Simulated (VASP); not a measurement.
Input of a VASP 6.6.1 run:

File INCAR:

```
  PREC = Accurate
  ENCUT = 520
  EDIFF = 1E-8
  ISMEAR = -1
  SIGMA = 0.05
  LREAL = False
  LASPH = True
  NELM = 150
  ALGO = Normal
  ISIF = 2
  LWAVE = False
  LCHARG = False
  MAGMOM = 0 0 0 0 0 0
  LORBIT = 11
  LSORBIT = True
  GGA_COMPAT = False
  LORBMOM = True
  GGA = PE
  LEFG = True
  NBANDS = 62
  KPAR = 4
```

The input KPOINTS:

```
Automatic mesh
0
Gamma
  11 11 6
```

Contents of POSCAR:

```
Lu
1.0
    3.5098988894      0.0000000000      0.0000000000
   -1.7549494447      3.0396616030      0.0000000000
    0.0000000000      0.0000000000      5.5666000000
Lu
2
Direct
    0.3333333333      0.6666666667      0.2500000000
    0.6666666667      0.3333333333      0.7500000000
```

Potentials or basis: VASP PAW PBE potentials, release 64 (Lu).

Launch:

```console
$ cat potpaw_PBE.64/Lu/POTCAR > POTCAR
$ mpirun -np 4 vasp_ncl > vasp.out
```

Task: Estimate the pressure.

Result: -1.1 GPa.

Task: What does it give for the net moment?

Result: 0.00 μB per cell.

Electric field gradients, principal values (V/Å²):
```csv
atom,least,middle,greatest (by size)
1 Lu,-28.644,-28.644,57.288
2 Lu,-28.644,-28.644,57.288
```

Caveat: without QUAD_EFG the Cq values of the log hold for a quadrupole moment of 1 mb, not for the nuclei.
